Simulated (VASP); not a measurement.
MgO: single point with PBE

**Measured values to compare with.**

From “Electronic structure of alkaline earth and post-transition metal oxides”, 2009, arxiv:0908.1581, for a bulk crystal of MgO: band gap 7.83 eV.

The system is MgO.

```xyz
2
Lattice="0.0000 2.1275 2.1275 2.1275 0.0000 2.1275 2.1275 2.1275 0.0000" Properties=species:S:1:pos:R:3 pbc="T T T"
Mg    0.0000    0.0000    0.0000
O     2.1275    2.1275    2.1275
```

* Program: VASP 6.6.1
* Task: single point
* Functional: PBE
* Potentials or basis: VASP PAW PBE potentials, release 64 (Mg, O)
* Cutoff: 520 eV
* k mesh: 14 × 14 × 14
* Occupations: gaussian, width 0.05 eV
* Spin: no spin polarisation

- Pressure: -0.9 GPa
- Band gap on the k mesh: 4.44 eV, direct

Levels at points of the mesh, in eV from the valence-band top:
| k point | band 1 | band 2 | band 3 | band 4 | band 5 | band 6 | band 7 | band 8 | band 9 |
| --- | --- | --- | --- | --- | --- | --- | --- | --- | --- |
| (0.00, 0.00, 0.00) | -17.11 | 0.00 | 0.00 | 0.00 | 4.44 | 15.63 | 15.63 | 15.63 | 19.46 |
| (0.50, 0.00, 0.00) | -15.90 | -4.48 | -0.62 | -0.62 | 7.71 | 12.26 | 16.00 | 16.00 | 20.44 |
| (0.50, 0.50, 0.00) | -15.65 | -3.96 | -1.31 | -1.31 | 9.08 | 9.64 | 12.78 | 18.51 | 18.51 |

Run time: 25 s on 1 thread of Intel Xeon 8259CL, on a shared host, peak memory 0.15 GiB.

A measured gap of MgO is 7.83 eV (quoted in “Electronic structure of alkaline earth and post-transition metal oxides”, 2009, arxiv:0908.1581); the calculated 4.44 eV misses it by -3.39 eV. The value is that of PBE on a finite k mesh, which can miss the band edges, without temperature or zero-point motion. Semilocal functionals fall short of measured gaps as a rule.
